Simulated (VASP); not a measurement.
# Li (P1) in VASP: notebook, part 2 of 2

VASP 6.6.1. Earlier steps stand in the parts before.

### 3 Single point, LDA

File INCAR:

```
ALGO     = Normal         # electronic algorithm
EDIFF    = 1E-6           # SCF threshold, eV
ENCUT    = 520            # plane-wave cutoff, eV
ISIF     = 2              # what is computed and relaxed
ISMEAR   = -1             # smearing method
LASPH    = T              # aspherical terms in the spheres
LCHARG   = T              # write CHGCAR
LELF     = T              # ELF
LREAL    = Auto         
LVHAR    = T            
LWAVE    = F              # write WAVECAR
NBANDS   = 38             # bands
NELM     = 100            # most SCF steps
PREC     = Accurate       # precision mode
SIGMA    = 0.1            # smearing width, eV
```

File KPOINTS:

```
k-points
0
Gamma
  3 3 3
```

File POSCAR:

```
Li
1.0
    7.2053150000      0.0000000000      0.0000000000
    0.0000000000      7.2053150000      0.0000000000
    0.0000000000      0.0000000000      7.2053150000
Li
16
Direct
    0.0597614400      0.0512121954      0.0257865201
    0.5850819846     -0.0487973114     -0.0244680489
    0.0980942540      0.4915121684      0.0108253421
    0.0273686855      0.0476731413      0.5157859164
    0.3325045470      0.2883843385      0.3336981104
    0.5583794740      0.5332730075      0.0444671746
    0.6277310569      0.0241349615      0.5456666364
    0.7855173577      0.2746861171      0.2784333509
    0.0695181265      0.4974661066      0.4914011393
    0.2734786751      0.7970782679      0.2566161230
    0.3137544993      0.2494825001      0.7830469591
    0.5582545662      0.6271481538      0.5857342809
    0.8478324681      0.7480172623      0.2632084787
    0.8082505761      0.2976830298      0.7125295702
    0.2623341242      0.8134273103      0.7360399927
    0.8682618317      0.7794662690      0.7706533302
```

Potentials or basis: VASP PAW LDA potentials, release 64 (Li_sv).

On the command line:

```bash
$ cat potpaw_LDA.64/Li_sv/POTCAR > POTCAR
$ mpirun -np 1 vasp_std > vasp.out
```

It took 3 min on 1 thread of Intel Xeon Platinum 8559C (Emerald Rapids), shared host; peak memory 0.35 GiB.

Results (log left out):

| Property | Result |
| --- | --- |
| Free energy | -31.6061 eV |
| Largest force | 0.505 eV/Å |
| Band gap on the k mesh | zero (band 24 reaches 0.45 eV, above the bottom of band 25 at 0.04 eV) |

Forces on the atoms (eV/Å):
```
Li  -0.145  0.079  0.040
Li  -0.091  0.277  0.119
Li  -0.127  0.151  0.062
Li   0.218 -0.041 -0.121
Li   0.202 -0.182 -0.197
Li  -0.072 -0.017 -0.186
Li  -0.426 -0.201 -0.184
Li   0.049  0.078 -0.157
Li  -0.055  0.199  0.162
Li   0.221 -0.019  0.101
Li   0.203  0.025 -0.180
Li  -0.013 -0.400 -0.249
Li  -0.098  0.077  0.060
Li   0.003  0.200  0.464
Li   0.089 -0.058  0.146
Li   0.042 -0.169  0.121
```

Levels at points of the mesh, in eV from the Fermi level:
```csv
k point,band 22,band 23,band 24,band 25,band 26,band 27
"(0.00, 0.00, 0.00)",-0.95,-0.93,0.26,0.30,0.37,0.39
```

### 4 Single point, LDA

File INCAR:

```
ALGO = Normal ; EDIFF = 1E-7
ENCUT = 520 ; GGA = CA
ISIF = 2 ; ISMEAR = -1
LASPH = T ; LCHARG = T
LELF = T ; LREAL = Auto
LVHAR = T ; LWAVE = F
NBANDS = 38 ; NELM = 80
PREC = Accurate ; SIGMA = 0.1
```

KPOINTS is that of step 3.

File POSCAR:

```
Li
1.0
    7.2053150000      0.0000000000      0.0000000000
    0.0000000000      7.2053150000      0.0000000000
    0.0000000000      0.0000000000      7.2053150000
Li
16
Direct
    0.0809402504      0.0230524273      0.0544181621
    0.5627096109      0.0580821241      0.0443283881
    0.1027852356      0.5125105564      0.0571661336
    0.0160298335      0.0208596016      0.4827825015
    0.3254958319      0.2790301326      0.2814588953
    0.5056961424      0.4985625195     -0.0214841405
    0.5827920084     -0.0122548424      0.5424051551
    0.7699455194      0.2833741481      0.2808482349
    0.0552925167      0.5560339832      0.4935523291
    0.3283548325      0.7760104867      0.2662201444
    0.2847064979      0.2468039218      0.7616738477
    0.5560201046      0.5221700925      0.5146201103
    0.8239612009      0.7487250731      0.2299552483
    0.8124002906      0.2782945645      0.7833245320
    0.2952820245      0.8119422954      0.7414804211
    0.8108042466      0.7480866555      0.8147319028
```

On the command line:

```bash
$ cat potpaw_LDA.64/Li_sv/POTCAR > POTCAR
$ mpirun -np 1 vasp_std > vasp.out
```

Wall time 2.9 min (1 thread of Intel Xeon Platinum 8559C (Emerald Rapids), shared host); peak memory 0.34 GiB.

It converged, with:

- Free energy: -31.9606 eV
- Largest force: 0.323 eV/Å
- Band gap on the k mesh: zero (band 24 reaches 0.48 eV, above the bottom of band 25 at 0.01 eV)

Forces in eV/Å, atoms in the order of the input:
```
Li  -0.130  0.062 -0.123
Li  -0.060 -0.237 -0.210
Li  -0.206 -0.051 -0.207
Li   0.107 -0.031  0.092
Li  -0.065 -0.137  0.204
Li   0.182  0.151  0.110
Li   0.058  0.158 -0.128
Li   0.232  0.114 -0.099
Li   0.024 -0.149  0.185
Li   0.062  0.051  0.040
Li   0.018  0.033 -0.158
Li  -0.002  0.101  0.161
Li  -0.286  0.039  0.105
Li   0.090  0.002 -0.029
Li  -0.092 -0.192  0.204
Li   0.067  0.086 -0.146
```

Levels at points of the mesh, in eV from the Fermi level:
| k point | band 21 | band 22 | band 23 | band 24 | band 25 | band 26 | band 27 | band 28 |
| --- | --- | --- | --- | --- | --- | --- | --- | --- |
| (0.00, 0.00, 0.00) | -1.03 | -1.01 | -0.94 | 0.30 | 0.31 | 0.33 | 0.36 | 0.37 |
